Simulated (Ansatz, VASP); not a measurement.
**One calculation of SiO2, two programs**

The input INCAR:

```
ALGO = Normal
EDIFF = 1E-6
ENCUT = 520
GGA = PE
ISIF = 2
ISMEAR = -1
LASPH = T
LCHARG = F
LREAL = F
LWAVE = F
NBANDS = 25
NELM = 60
PREC = Accurate
SIGMA = 0.02
```

File KPOINTS:

```
k-points
0
Gamma
  6 6 10
```

File POSCAR:

```
SiO2
1.0
    4.1014850227      0.0000000000      0.0000000000
    0.0000000000      4.1014850227      0.0000000000
    0.0000000000      0.0000000000      2.6980205547
Si O
2 4
Direct
    0.0000000000      0.0000000000      0.0000000000
    0.5000000000      0.5000000000      0.5000000000
    0.3043210743      0.3043210743      0.0000000000
    0.1956789257      0.8043210743      0.5000000000
    0.8043210743      0.1956789257      0.5000000000
    0.6956789257      0.6956789257      0.0000000000
```

Input for Ansatz:

```yaml
crystal:
  lattice:
    - [4.1014850227, 0.0, 0.0]
    - [0.0, 4.1014850227, 0.0]
    - [0.0, 0.0, 2.6980205547]
  atoms:
    - { symbol: Si, position: [0.0, 0.0, 0.0] }
    - { symbol: Si, position: [0.5, 0.5, 0.5] }
    - { symbol: O, position: [0.3043210743, 0.3043210743, 0.0] }
    - { symbol: O, position: [0.1956789257, 0.8043210743, 0.5] }
    - { symbol: O, position: [0.8043210743, 0.1956789257, 0.5] }
    - { symbol: O, position: [0.6956789257, 0.6956789257, 0.0] }
kpoints:
  mp_grid: { grid: [6, 6, 10] }
  band_path:
    path:
      - [0.0, 0.0, 0.0]
      - [0.0, 0.5, 0.0]
      - [0.5, 0.5, 0.0]
      - [0.0, 0.0, 0.5]
      - [0.0, 0.5, 0.5]
      - [0.5, 0.5, 0.5]
    npoints: 1
hamiltonian:
  xc: pbe
scf:
  occupations: { method: fermi_dirac, width: 0.02 }
  n_extra_bands: 5
output:
  forces: true
  stress: true
  eigenvalues: true
```

Change from the starting cell: epitaxial_xy strain -2.0%.

Alike in both runs: task single point; functional PBE; k mesh 6 × 6 × 10; occupations fermi-dirac, width 0.02 eV; no spin polarisation.

|  | VASP | Ansatz |
| --- | --- | --- |
| version | VASP 6.6.1 | Ansatz 0.2.0 |
| potentials or method | VASP PAW PBE potentials, release 64 (Si, O) | plane waves, PAW |
| plane-wave cutoff (eV) | 520 | 420 |
| valence electrons in the cell | 32 | 32 |

```tsv
	VASP	Ansatz	Ansatz less VASP
gap on the k mesh at the Fermi level (eV)	5.90	5.91	+0.011
pressure (GPa)	18.3	18.1	-0.20
traceless stress, the component that is largest in VASP (GPa)	-6.89	-7.22	-0.333
rms of the force components (eV/Å)	0.026	0.023	-0.0037
```

Atom by atom the forces differ by 0.004 eV/Å (rms over components).
